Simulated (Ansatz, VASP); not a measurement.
## One calculation of MnSb, two programs

The input INCAR:

```
  PREC = Accurate
  ENCUT = 520
  EDIFF = 1E-6
  ISMEAR = -1
  SIGMA = 0.08
  LREAL = F
  LASPH = T
  NELM = 150
  ALGO = Normal
  ISIF = 2
  LWAVE = F
  LCHARG = F
  ISPIN = 2
  MAGMOM = 4 0
  LORBIT = 11
  LMAXMIX = 4
  GGA = PE
  NBANDS = 20
```

Contents of KPOINTS:

```
Automatic mesh
0
Gamma
  12 12 12
```

Contents of POSCAR:

```
MnSb
1.0
    0.0000000000      2.9026208189      2.9026208189
    2.9026208189      0.0000000000      2.9026208189
    2.9026208189      2.9026208189      0.0000000000
Mn Sb
1 1
Direct
    0.0000000000      0.0000000000      0.0000000000
    0.5000000000      0.5000000000      0.5000000000
```

Input for Ansatz:

```yaml
crystal:
  lattice:
    - [0.0, 2.9026208189, 2.9026208189]
    - [2.9026208189, 0.0, 2.9026208189]
    - [2.9026208189, 2.9026208189, 0.0]
  atoms:
    - { symbol: Mn, position: [0.0, 0.0, 0.0], spin: 4.0 }
    - { symbol: Sb, position: [0.5, 0.5, 0.5] }
magnetization:
  spin_polarized: true
kpoints:
  mp_grid: { grid: [12, 12, 12] }
scf:
  occupations: { method: fermi_dirac, width: 0.08 }
hamiltonian:
  xc: pbe
  pseudopotentials: { kind: paw }
output:
  forces: true
  stress: true
  eigenvalues: true
  populations: true
```

Change from the starting cell: volume scaled by 1.12, PAW files.

Alike in both runs: task single point; functional PBE; k mesh 12 × 12 × 12; occupations fermi-dirac, width 0.08 eV; collinear spin.

|  | VASP | Ansatz |
| --- | --- | --- |
| version | VASP 6.6.1 | Ansatz 0.2.0 |
| potentials or method | VASP PAW PBE potentials, release 64 (Mn_pv, Sb) | PAW with Ansatz's default frozen-core files, scalar-relativistic |
| plane-wave cutoff (eV) | 520 | 420 |
| valence electrons in the cell | 18 | 30 |

```csv
,VASP,Ansatz,Ansatz less VASP
pressure (GPa),-5.8,-5.7,+0.03
net moment per atom (μB),1.99,1.99,+0.002
size of the moment on the site where the two differ most (μB),3.93,4.01,+0.087
```

Site moments also hang on the region over which each program counts them. VASP's potentials hold 18 valence electrons a cell and Ansatz's 30, so a difference there can come from the potentials and not from the codes.

Spin-orbit coupling is off throughout.
